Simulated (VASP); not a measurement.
# SbSe2 (I4_1/amd) in VASP: further runs

Runs on SbSe2. Level: PBE. Tasks: single point.

All numbers are computed with VASP 6.6.1; they aren't measurements. Logs are shortened: lines on timing, memory, paths and dates and some standing lists are left out, and cuts for length are marked.

### 1 The cell of the first run

It takes space group I4_1/amd (No. 141, tetragonal). The conventional cell has a = 4.535 Å, b = 4.535 Å, c = 15.768 Å, α = 90.00°, β = 90.00°, γ = 90.00°. Within 4.6 Å of Sb (site symmetry -4m2) lie 12 Se at 3.47 Å and 8 Sb at 4.54 to 4.55 Å. Within 3.5 Å of Se (site symmetry 2mm) lie 3 Se at 2.62 to 2.63 Å and 6 Sb at 3.47 Å.

### 2 Single point, PBE

File INCAR:

```
SYSTEM = SbSe2
PREC = Accurate ; ENCUT = 520
EDIFF = 1E-7 ; ISMEAR = 0
SIGMA = 0.1 ; LREAL = .False.
LASPH = .True. ; NELM = 100
ALGO = Normal ; ISIF = 2
LWAVE = .False. ; LCHARG = .True.
GGA = PE ; LELF = .True.
LVHAR = .True. ; NBANDS = 26
```

File KPOINTS:

```
Automatic mesh
0
Gamma
  6 6 6
  0 0 0
```

File POSCAR:

```
SbSe2
1.0
   -2.2675494521      2.2675494521      7.8842133884
    2.2675494521     -2.2675494521      7.8842133884
    2.2675494521      2.2675494521     -7.8842133884
Sb Se
2 4
Direct
    0.0000000000      0.0000000000      0.0000000000
    0.7500000000      0.2500000000      0.5000000000
    0.4165000000      0.4165000000      0.0000000000
    0.1665000000      0.6665000000      0.5000000000
    0.3335000000      0.8335000000      0.5000000000
    0.5835000000      0.5835000000      0.0000000000
```

Potentials or basis: VASP PAW PBE potentials, release 64 (Sb, Se).

Launch:

```
> cat potpaw_PBE.64/Sb/POTCAR potpaw_PBE.64/Se/POTCAR > POTCAR
> mpirun -np 1 vasp_std > vasp.out
```

OUTCAR:

```text
SYSTEM = SbSe2
   PREC = Accurate
   ENCUT = 520
   EDIFF = 1E-7
   ISMEAR = 0
   LREAL = .False.
   LASPH = .True.
   NELM = 100
   ISIF = 2
   GGA = PE

 ion  position               nearest neighbor table
   1  0.000  0.000  0.000-
   2  0.750  0.250  0.500-
   3  0.416  0.416  0.000-   5 2.62   5 2.62   6 2.63
   4  0.166  0.666  0.500-   6 2.62   6 2.62   5 2.63
   5  0.334  0.834  0.500-   3 2.62   3 2.62   4 2.63
   6  0.584  0.584  0.000-   4 2.62   4 2.62   3 2.63

  LATTYP: Found a body centered tetragonal cell.
 ALAT       =     4.5350989042
 C/A-ratio  =     3.4769752788

  Lattice vectors:

 A1 = (  -2.2675494521,   2.2675494521,   7.8842133884)
 A2 = (   2.2675494521,  -2.2675494521,   7.8842133884)
 A3 = (   2.2675494521,   2.2675494521,  -7.8842133884)

Analysis of symmetry for initial positions (statically):
=====================================================================
 Subroutine PRICEL returns:
 Original cell was already a primitive cell.

 Routine SETGRP: Setting up the symmetry group for a
 body centered tetragonal supercell.

 Subroutine GETGRP returns: Found 16 space group operations
 (whereof  8 operations were pure point group operations)
 out of a pool of 16 trial point group operations.

The static configuration has the point symmetry D_2d.
 The point group associated with its full space group is D_4h.

Analysis of symmetry for dynamics (positions and initial velocities):
=====================================================================
 Subroutine PRICEL returns:
 Original cell was already a primitive cell.

 Routine SETGRP: Setting up the symmetry group for a
 body centered tetragonal supercell.

 Subroutine GETGRP returns: Found 16 space group operations
 (whereof  8 operations were pure point group operations)
 out of a pool of 16 trial point group operations.

The dynamic configuration has the point symmetry D_2d.
 The point group associated with its full space group is D_4h.

 Subroutine INISYM returns: Found 16 space group operations
 (whereof  8 operations are pure point group operations),
 and found     1 'primitive' translations

----------------------------------------------------------------------------------------

                                     Primitive cell

  volume of cell :     162.1556

  direct lattice vectors                    reciprocal lattice vectors
    -2.267549452  2.267549452  7.884213388     0.000000000  0.220502358  0.063417867
     2.267549452 -2.267549452  7.884213388     0.220502358  0.000000000  0.063417867
     2.267549452  2.267549452 -7.884213388     0.220502358  0.220502358  0.000000000

  length of vectors
     8.511426543  8.511426543  8.511426543     0.229440876  0.229440876  0.311837425

  position of ions in fractional coordinates (direct lattice)
     0.000000000  0.000000000  0.000000000
     0.750000000  0.250000000  0.500000000
     0.416500000  0.416500000  0.000000000
     0.166500000  0.666500000  0.500000000
     0.333500000  0.833500000  0.500000000
     0.583500000  0.583500000  0.000000000

  ion indices of the primitive-cell ions
   primitive index   ion index
                 1           1
                 2           2
                 3           3
                 4           4
                 5           5
                 6           6

----------------------------------------------------------------------------------------

 KPOINTS: Automatic mesh

Automatic generation of k-mesh.
 Grid dimensions read from file:
 generate k-points for:    6    6    6

 Generating k-lattice:

  Cartesian coordinates                     Fractional coordinates (reciprocal lattice)
     0.000000000  0.036750393  0.010569645     0.166666667  0.000000000  0.000000000
     0.036750393  0.000000000  0.010569645     0.000000000  0.166666667  0.000000000
     0.036750393  0.036750393  0.000000000     0.000000000  0.000000000  0.166666667

  Length of vectors
     0.038240146  0.038240146  0.051972904

  Shift w.r.t. Gamma in fractional coordinates (k-lattice)
     0.000000000  0.000000000  0.000000000

 Subroutine IBZKPT returns following result:
 ===========================================

 Found     30 irreducible k-points:

 Following reciprocal coordinates:
            Coordinates               Weight
  0.000000  0.000000  0.000000      1.000000
  0.166667  0.000000  0.000000      8.000000
  0.333333  0.000000 -0.000000      8.000000
  0.500000 -0.000000  0.000000      4.000000
  0.166667  0.166667  0.000000      8.000000
  0.333333  0.166667  0.000000     16.000000
[... 16 lines left out ...]
 -0.333333 -0.333333  0.166667      8.000000
 -0.166667 -0.333333  0.166667      8.000000
 [... further k-points ...]
   k-points           NKPTS =     30   k-points in BZ     NKDIM =     30   number of bands    NBANDS=     26
   number of dos      NEDOS =    301   number of ions     NIONS =      6
   total plane-waves  NPLWV = 262144
   dimension x,y,z NGX =    64 NGY =   64 NGZ =   64
   dimension x,y,z NGXF=   128 NGYF=  128 NGZF=  128
   ions per type =               2   4
   NGX,Y,Z   is equivalent  to a cutoff of  12.50, 12.50, 12.50 a.u.
   NGXF,Y,Z  is equivalent  to a cutoff of  25.00, 25.00, 25.00 a.u.
 SYSTEM =  SbSe2
   PREC   = accura    normal or accurate (medium, high low for compatibility)
   ISTART =      0    job   : 0-new  1-cont  2-samecut
   ICHARG =      2    charge: 1-file 2-atom 10-const
   ISPIN  =      1    spin polarized calculation?
   LNONCOLLINEAR =      F non collinear calculations
   LSORBIT =      F    spin-orbit coupling
   LASPH  =      T    aspherical Exc in radial PAW
   ENCUT  =  520.0 eV  38.22 Ry    6.18 a.u.  15.83 15.83 15.83*2*pi/ulx,y,z
   NELM   =    100;   NELMIN=  2; NELMDL= -5     # of ELM steps
   EDIFF  = 0.1E-06   stopping-criterion for ELM
   LREAL  =      F    real-space projection
   EDIFFG = 0.1E-05   stopping-criterion for IOM
   NSW    =      0    number of steps for IOM
   IBRION =     -1    ionic relax: 0-MD 1-quasi-New 2-CG
   NFREE  =      0    steps in history (QN), initial steepest desc. (CG)
   ISIF   =      2    stress and relaxation
   ISYM   =      2    0-nonsym 1-usesym 2-fastsym
   POTIM  = 0.5000    time-step for ionic-motion
   TEBEG  =    0.0;   TEEND  =   0.0 temperature during run
   PSTRESS=    0.0 pullay stress
   NELECT =      34.0000    total number of electrons
   NUPDOWN=      -1.0000    fix difference up-down
   EMIN   =  10.00;   EMAX   =-10.00  energy-range for DOS
   EFERMI =   0.00;   METHOD = LEGACY
   ISMEAR =     0;   SIGMA  =   0.10  broadening in eV -4-tet -1-fermi 0-gaus
   EFERMI_NEDOS =   21; number of points for ismear=-14 and -15
   IALGO  =     38    algorithm
   IMIX   =      4    mixing-type and parameters
     AMIX     =   0.40;   BMIX     =  1.00
     AMIX_MAG =   1.60;   BMIX_MAG =  1.00
  volume/ion in A,a.u.               =      27.03       182.38
  Fermi-wavevector in a.u.,A,eV,Ry     =   0.972577  1.837903 12.869823  0.945905
  Thomas-Fermi vector in A             =   2.102886
   LORBIT       =      0    0 simple, 1 ext, 2 COOP (PROOUT), +10 PAW based schemes
   GGA     = PE    functional components
   LHFCALC =     F    Hartree Fock is set to
   AEXX    =    0.0000 exact exchange contribution
   IVDW    =     0    specifies the selected vdW correction
   LEPSILON=     F    determine dielectric tensor
   LRPA    =     F    only Hartree local field effects (RPA)
 non-spin polarized calculation
 Gauss-broadening in eV      SIGMA  =   0.10
  energy-cutoff  :      520.00
  volume of cell :      162.16
 maximum number of plane-waves:      4402
   NGX = 31   NGY = 31   NGZ = 31

 number of electron      33.9999999 magnetization

 Free energy of the ion-electron system (eV)
  ---------------------------------------------------
  ext. energy  EPLUGINS =         0.00000000
  ---------------------------------------------------
  free energy    TOTEN  =       -18.66124757 eV

  energy without entropy =      -18.63283760  energy(sigma->0) =      -18.64704259

 E-fermi :   5.0542     XC(G=0):  -9.5052

 val. band max:        5.0303330836   @ k =   0.5000   0.5000   0.0000
 cond. band min:       5.0787972516   @ k =   0.1667   0.1667   0.0000
 fundamental gap:      0.0484641680
 Fermi energy:         5.0542038493

 k-point     1 :       0.0000    0.0000    0.0000
  band No.  band energies     occupation
      1     -10.6243      2.00000
      2      -9.3786      2.00000
      3      -8.0283      2.00000
      4      -5.5976      2.00000
      5      -3.8452      2.00000
      6      -3.5429      2.00000
[... 18 lines left out ...]
     25      10.0826      0.00000
     26      10.1862      0.00000

 k-point     2 :       0.1667    0.0000    0.0000
  band No.  band energies     occupation
      1     -10.5171      2.00000
      2      -9.3334      2.00000
      3      -8.0294      2.00000
      4      -5.8567      2.00000
      5      -3.9717      2.00000
      6      -3.7190      2.00000
[... 18 lines left out ...]
     25      10.3490      0.00000
     26      10.3775      0.00000

 k-point     3 :       0.3333    0.0000   -0.0000
  band No.  band energies     occupation
      1     -10.2723      2.00000
      2      -9.1803      2.00000
      3      -8.1700      2.00000
      4      -6.3138      2.00000
      5      -4.1608      2.00000
      6      -3.9248      2.00000
[... 18 lines left out ...]
     25      10.5779      0.00000
     26      11.0492      0.00000

 k-point     4 :       0.5000   -0.0000    0.0000
  band No.  band energies     occupation
      1     -10.1323      2.00000
      2      -8.9975      2.00000
      3      -8.4093      2.00000
      4      -6.4783      2.00000
      5      -4.3067      2.00000
      6      -3.9147      2.00000
[... 18 lines left out ...]
     25      10.4398      0.00000
     26      11.0102      0.00000
[... 496 lines left out ...]
      1     -10.1763      2.00000
      2      -9.4712      2.00000
      3      -7.8210      2.00000
      4      -6.4773      2.00000
      5      -4.2588      2.00000
      6      -3.7936      2.00000
[... 18 lines left out ...]
     25      10.2987      0.00000
     26      10.9182      0.00000

 k-point    23 :      -0.3333   -0.3333    0.1667
  band No.  band energies     occupation
      1     -10.2406      2.00000
      2      -9.7091      2.00000
      3      -7.4429      2.00000
      4      -6.4765      2.00000
      5      -3.9798      2.00000
      6      -3.8444      2.00000
[... 18 lines left out ...]
     25      10.1529      0.00000
     26      10.2097      0.00000

 k-point    24 :      -0.1667   -0.3333    0.1667
  band No.  band energies     occupation
      1     -10.4214      2.00000
      2      -9.6222      2.00000
      3      -7.6311      2.00000
      4      -6.1031      2.00000
      5      -3.9741      2.00000
      6      -3.7021      2.00000
[... 18 lines left out ...]
     25       9.9319      0.00000
     26      10.0217      0.00000

 [... further k-points ...]
[... 5 lines left out ...]
  --------------------------------------------------------------------------------------
  -------------------------------------------------------------------------------------
  Total       -1.8157541     -1.8157541      1.9782684      0.0000000      0.0000000      0.0000000
  in kB      -17.9405486    -17.9405486     19.5462699      0.0000000      0.0000000      0.0000000
  external PRESSURE =      -5.4449425 kB  Pullay stress =       0.0000000 kB

 VOLUME and BASIS-vectors are now :
 -----------------------------------------------------------------------------
  energy-cutoff  :      520.00
  volume of cell :      162.16
      direct lattice vectors                 reciprocal lattice vectors
    -2.267549452  2.267549452  7.884213388     0.000000000  0.220502358  0.063417867
     2.267549452 -2.267549452  7.884213388     0.220502358  0.000000000  0.063417867
     2.267549452  2.267549452 -7.884213388     0.220502358  0.220502358  0.000000000

 POSITION                                       TOTAL-FORCE (eV/Angst)
 -----------------------------------------------------------------------------------
      0.00000      0.00000      0.00000        -0.000000     -0.000000      0.000000
      0.00000      2.26755      3.94211        -0.000000     -0.000000     -0.000000
      0.00000      0.00000      6.56755         0.000000     -0.000000     -0.524329
      2.26755      0.00000      2.62544        -0.000000      0.000000     -0.524329
      2.26755      0.00000      5.25877        -0.000000      0.000000      0.524329
      0.00000      0.00000      9.20088         0.000000     -0.000000      0.524329
 -----------------------------------------------------------------------------------
    total drift:                               -0.000000     -0.000000      0.000000

  FREE ENERGIE OF THE ION-ELECTRON SYSTEM (eV)
  ---------------------------------------------------
  free  energy   TOTEN  =       -18.6612475732 eV

  energy  without entropy=      -18.6328376010  energy(sigma->0) =      -18.64704259
```

Run time: 11 min. Hardware: 1 thread of Intel Xeon 8259CL, shared host; peak memory 0.6 GiB.

Results:

| Item | Value |
| --- | --- |
| Free energy | -18.6612 eV |
| Pressure | -0.5 GPa |
| Largest force | 0.524 eV/Å |
| Band gap on the k mesh | zero (bands 17 and 18 overlap by 1.15 eV) |

Forces in eV/Å, atoms in the order of the input:
```
Sb   0.000  0.000  0.000
Sb   0.000  0.000  0.000
Se   0.000  0.000 -0.524
Se   0.000  0.000 -0.524
Se   0.000  0.000  0.524
Se   0.000  0.000  0.524
```

Levels at points of the mesh, in eV from the Fermi level:
```tsv
k point	band 13	band 14	band 15	band 16	band 17	band 18	band 19	band 20	band 21	band 22
(0.00, 0.00, 0.00)	-2.11	-1.46	-1.07	-1.07	0.03	0.03	0.58	0.65	0.65	2.32
(0.50, 0.00, 0.00)	-2.47	-1.99	-1.22	-1.09	-0.39	0.19	0.35	0.38	0.95	1.12
(0.50, 0.50, 0.00)	-3.05	-3.05	-0.05	-0.05	-0.02	-0.02	1.48	1.48	1.76	1.76
(0.50, 0.50, 0.50)	-2.11	-2.11	-0.83	-0.83	0.35	0.35	0.81	0.81	1.41	1.41
```

Caveat: spin-orbit coupling is left out, which moves the levels of the heavy elements.

### 3 Single point, PBE

This run uses another cell than the first one, of 25.43 Å³/atom.

File INCAR:

```
SYSTEM = SbSe2
PREC = Accurate ; ENCUT = 520
EDIFF = 1E-6 ; ISMEAR = 0
SIGMA = 0.1 ; LREAL = .FALSE.
LASPH = .TRUE. ; NELM = 60
ALGO = Normal ; ISIF = 2
LWAVE = .FALSE. ; LCHARG = .FALSE.
GGA = PE ; NBANDS = 26
```

File KPOINTS:

```
regular mesh
0
G
  6 6 6
  0 0 0
```

File POSCAR:

```
SbSe2
1.0
   -1.8775448437      1.8775448437     10.8193744747
    1.8775448437     -1.8775448437     10.8193744747
    1.8775448437      1.8775448437    -10.8193744747
Sb Se
2 4
Direct
    0.0000000000      0.0000000000      0.0000000000
    0.7500000000      0.2500000000      0.5000000000
    0.4306193824      0.4306193824      0.0000000000
    0.1806193824      0.6806193824      0.5000000000
    0.3193806176      0.8193806176      0.5000000000
    0.5693806176      0.5693806176      0.0000000000
```

Potentials or basis: VASP PAW PBE potentials, release 64 (Sb, Se).

Launch:

```
> cat potpaw_PBE.64/Sb/POTCAR potpaw_PBE.64/Se/POTCAR > POTCAR
> mpirun -np 1 vasp_std > vasp.out
```

OUTCAR:

```text
SYSTEM = SbSe2
   PREC = Accurate
   ENCUT = 520
   EDIFF = 1E-6
   ISMEAR = 0
   LREAL = .FALSE.
   LASPH = .TRUE.
   NELM = 60
   ISIF = 2
   GGA = PE

 ion  position               nearest neighbor table
   1  0.000  0.000  0.000-   6 3.05   6 3.05   6 3.05   3 3.05   6 3.05   3 3.05   3 3.05   3 3.05

   2  0.750  0.250  0.500-   5 3.05   5 3.05   5 3.05   4 3.05   5 3.05   4 3.05   4 3.05   4 3.05

   3  0.431  0.431  0.000-   1 3.05   1 3.05   1 3.05   1 3.05
   4  0.181  0.681  0.500-   2 3.05   2 3.05   2 3.05   2 3.05
[... 907 lines left out ...]
  -------------------------------------------------------------------------------------
  Total       -0.0970960     -0.0970960     -0.0493636      0.0000000      0.0000000      0.0000000
  in kB       -1.0196920     -1.0196920     -0.5184113      0.0000000      0.0000000      0.0000000
  external PRESSURE =      -0.8525985 kB  Pullay stress =       0.0000000 kB

 VOLUME and BASIS-vectors are now :
 -----------------------------------------------------------------------------
  energy-cutoff  :      520.00
  volume of cell :      152.56
      direct lattice vectors                 reciprocal lattice vectors
    -1.877544844  1.877544844 10.819374475     0.000000000  0.266305224  0.046213393
     1.877544844 -1.877544844 10.819374475     0.266305224  0.000000000  0.046213393
     1.877544844  1.877544844-10.819374475     0.266305224  0.266305224  0.000000000

 POSITION                                       TOTAL-FORCE (eV/Angst)
 -----------------------------------------------------------------------------------
      0.00000      0.00000      0.00000        -0.000000     -0.000000     -0.000000
      0.00000      1.87754      5.40969        -0.000000     -0.000000     -0.000000
      0.00000      0.00000      9.31806         0.000000     -0.000000      0.005760
      1.87754     -0.00000      3.90838        -0.000000      0.000000      0.005760
      1.87754      0.00000      6.91100        -0.000000      0.000000     -0.005760
      0.00000      0.00000     12.32068         0.000000     -0.000000     -0.005760
 -----------------------------------------------------------------------------------
    total drift:                                0.000000      0.000000      0.000000

  FREE ENERGIE OF THE ION-ELECTRON SYSTEM (eV)
  ---------------------------------------------------
  free  energy   TOTEN  =       -21.5490843475 eV

  energy  without entropy=      -21.5352380818  energy(sigma->0) =      -21.54216121
```

OSZICAR:

```text
N       E                     dE             d eps       ncg     rms          rms(c)
DAV:   1     0.179963725204E+03    0.17996E+03   -0.12802E+04  1560   0.108E+03
DAV:   2    -0.590511912088E+01   -0.18587E+03   -0.17671E+03  2068   0.183E+02
DAV:   3    -0.218793609243E+02   -0.15974E+02   -0.15555E+02  1922   0.581E+01
DAV:   4    -0.221154855882E+02   -0.23612E+00   -0.23516E+00  1726   0.788E+00
DAV:   5    -0.221181562539E+02   -0.26707E-02   -0.26697E-02  1850   0.911E-01    0.625E+00
DAV:   6    -0.215463302713E+02    0.57183E+00   -0.91366E-01  1620   0.418E+00    0.388E+00
DAV:   7    -0.215482715529E+02   -0.19413E-02   -0.24468E-01  1702   0.193E+00    0.146E+00
DAV:   8    -0.215483410163E+02   -0.69463E-04   -0.13256E-02  1752   0.568E-01    0.514E-01
DAV:   9    -0.215490289735E+02   -0.68796E-03   -0.25310E-03  1728   0.277E-01    0.121E-01
DAV:  10    -0.215490569500E+02   -0.27977E-04   -0.31523E-04  1630   0.988E-02    0.356E-02
DAV:  11    -0.215490801581E+02   -0.23208E-04   -0.61171E-05  1708   0.420E-02    0.119E-02
DAV:  12    -0.215490839581E+02   -0.37999E-05   -0.15673E-05  1746   0.182E-02    0.676E-03
DAV:  13    -0.215490843475E+02   -0.38946E-06   -0.29823E-06  1526   0.859E-03
   1 F= -.21549084E+02 E0= -.21542161E+02  d E =-.138463E-01
```

Wall time 23 min (1 thread of Intel Xeon 8259CL, shared host); peak memory 1.1 GiB.

What came out:

```yaml
Free_energy: -21.5491 eV
Pressure: -0.1 GPa
Largest_force: 0.006 eV/Å
Band_gap_on_the_k_mesh: zero (bands 17 and 18 overlap by 1.22 eV)
```

Forces on the atoms (eV/Å):
```
Sb   0.000  0.000  0.000
Sb   0.000  0.000  0.000
Se   0.000  0.000  0.006
Se   0.000  0.000  0.006
Se   0.000  0.000 -0.006
Se   0.000  0.000 -0.006
```

Caveat: spin-orbit coupling is left out, which moves the levels of the heavy elements.
